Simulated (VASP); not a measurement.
Crystal: Sc2SiF2.

```
Sc Si F
1.0
     3.70000    0.00000    0.00000
    -1.85000    3.20429    0.00000
     0.00000    0.00000   12.06000
Sc Si F
4 2 4
Direct
  0.66667 0.33333 0.89000
  0.33333 0.66667 0.11000
  0.33333 0.66667 0.39000
  0.66667 0.33333 0.61000
  0.00000 0.00000 0.25000
  0.00000 0.00000 0.75000
  0.66667 0.33333 0.06500
  0.33333 0.66667 0.93500
  0.33333 0.66667 0.56500
  0.66667 0.33333 0.43500
```

* Program: VASP 6.6.1
* Task: relaxation of cell and atoms
* Functional: PBE
* Potentials or basis: VASP PAW PBE potentials, release 64 (Sc_sv, Si, F)
* Cutoff: 600 eV
* k mesh: 4 × 4 × 1
* Occupations: gaussian, width 0.15 eV
* Spin: no spin polarisation

At the start: pressure 11.5 GPa; volume 14.30 Å³/atom.

How do energy, volume and symmetry change on relaxing?

Over 7 steps the energy falls by 163.1 meV/atom and the volume is 15.77 Å³/atom (+10.3 %); space group P6_3/mmc (No. 194, to 0.05 Å).

The path:
```
step  energy change (eV)  largest force (eV/Å)  pressure (GPa)  volume (Å³)
   1              0.0000                2.3481           11.47       142.98
   2             -1.2321                0.8378           -3.92       165.20
   3             -1.2334                0.8841           -3.45       164.17
   4             -1.5362                0.4676           -0.90       160.02
   5             -1.5562                0.3403            0.01       158.76
   6             -1.6062                0.1964           -0.09       158.31
   7             -1.6312                0.0476           -0.12       157.70
```

Final structure:
```xyz
10
Lattice="3.7380 0.0000 0.0000 -1.8690 3.2372 0.0000 0.0000 0.0000 13.0322" Properties=species:S:1:pos:R:3 pbc="T T T"
Sc    1.8690    1.0791   11.4198
Sc    0.0000    2.1582    1.6123
Sc    0.0000    2.1582    4.9037
Sc    1.8690    1.0791    8.1284
Si    0.0000    0.0000    3.2580
Si    0.0000    0.0000    9.7741
F     1.8690    1.0791    0.7050
F     0.0000    2.1582   12.3272
F     0.0000    2.1582    7.2211
F     1.8690    1.0791    5.8111
```

Caveat: the k points lie up to 0.49 Å⁻¹ apart in the final cell; the relaxation stopped at a loose force limit of 0.08 eV/Å, so its end isn't a converged minimum.
